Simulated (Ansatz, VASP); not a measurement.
Zr: VASP beside Ansatz

File INCAR:

```
ALGO = Normal
EDIFF = 1E-6
ENCUT = 520
ISIF = 2
ISMEAR = -1
LASPH = T
LCHARG = T
LELF = T
LREAL = F
LVHAR = T
LWAVE = F
NBANDS = 19
NELM = 80
PREC = Accurate
SIGMA = 0.03
```

File KPOINTS:

```
k-points
0
Gamma
  13 13 7
```

File POSCAR:

```
Zr
1.0
    3.2319982225      0.0000000000      0.0000000000
   -1.6159991112      2.7989925656      0.0000000000
    0.0000000000      0.0000000000      5.0440600000
Zr
2
Direct
    0.3333333333      0.6666666667      0.2500000000
    0.6666666667      0.3333333333      0.7500000000
```

Input for Ansatz:

```yaml
crystal:
  lattice:
    - [3.2319982225, 0.0, 0.0]
    - [-1.6159991112, 2.7989925656, 0.0]
    - [0.0, 0.0, 5.04406]
  atoms:
    - { symbol: Zr, position: [0.3333333333, 0.6666666667, 0.25] }
    - { symbol: Zr, position: [0.6666666667, 0.3333333333, 0.75] }
kpoints:
  mp_grid: { grid: [13, 13, 7] }
  band_path:
    path:
      - [0.0, 0.0, 0.0]
      - [0.5, 0.0, 0.0]
      - [0.3333333333, 0.3333333333, 0.0]
      - [0.0, 0.0, 0.0]
      - [0.0, 0.0, 0.5]
      - [0.5, 0.0, 0.5]
      - [0.3333333333, 0.3333333333, 0.5]
      - [0.0, 0.0, 0.5]
      - [0.5, 0.0, 0.5]
    npoints: 5
scf:
  occupations: { method: fermi_dirac, width: 0.03 }
hamiltonian:
  xc: lda
  pseudopotentials: { kind: all_electron, lapw: { basis_error: 0.00025 } }
output:
  forces: true
  stress: true
  eigenvalues: true
```

Change from the starting cell: zz strain of -2 %.

Alike in both runs: task single point; functional LDA; k mesh 13 × 13 × 7; occupations fermi-dirac, width 0.03 eV; no spin polarisation.

```csv
,VASP,Ansatz
version,VASP 6.6.1,Ansatz 0.2.0
potentials or method,"VASP PAW LDA potentials, release 64 (Zr_sv), cutoff 520 eV","all-electron LAPW, scalar-relativistic"
```

Ansatz gave:

- pressure (GPa): -4.3
- traceless stress, the component that is largest in VASP (GPa): 1.64

Problem. Estimate VASP's values.

Solution. Pressure (GPa): -4.2; traceless stress, the component that is largest in VASP (GPa): 1.66.

LDA's correlation is that of Perdew and Zunger in VASP and of Perdew and Wang (1992) in Ansatz. Ansatz ran all-electron here, and VASP with PAW potentials.
